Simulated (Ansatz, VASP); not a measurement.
**Two plane-wave programs on Mn3Sb**

```
Mn Sb
1.0
     0.00000    2.94638    2.94638
     2.94638    0.00000    2.94638
     2.94638    2.94638    0.00000
Mn Sb
3 1
Direct
  0.75000 0.75000 0.75000
  0.25000 0.25000 0.25000
  0.00000 0.00000 0.00000
  0.50000 0.50000 0.50000
```

Alike in both runs: functional PBEsol; k mesh 6 × 6 × 6; occupations gaussian, width 0.1 eV; collinear spin.

Ansatz relaxed the structure, and its values are those at the end. VASP's run is a single point on that final structure, the one shown.

```csv
,VASP,Ansatz
version,VASP 6.6.1,Ansatz 0.2.0
potentials or method,"VASP PAW PBE potentials, release 64 (Mn_pv, Sb), cutoff 520 eV","scalar-relativistic, plane waves, PAW"
valence electrons in the cell,44,60
```

|  | VASP | Ansatz | Ansatz less VASP |
| --- | --- | --- | --- |
| gap on the k mesh at the Fermi level (eV) | none | none | - |
| pressure (GPa) | 0.2 | -0.1 | -0.31 |
| net moment per atom (μB) | 0.51 | 0.51 | 0.000 |
| size of the moment on the site where the two differ most (μB) | 2.69 | 2.64 | -0.053 |

VASP's potentials were made for PBE, not for PBEsol. Site moments also hang on the region over which each program counts them. A gap of «none» marks a metal or a gap that the smearing closes. The functional is the same, so the differences come from potentials, cutoffs and numerics. VASP's potentials hold 44 valence electrons a cell and Ansatz's 60, so a difference there can come from the potentials and not from the codes.

Neither program's run includes spin-orbit coupling.
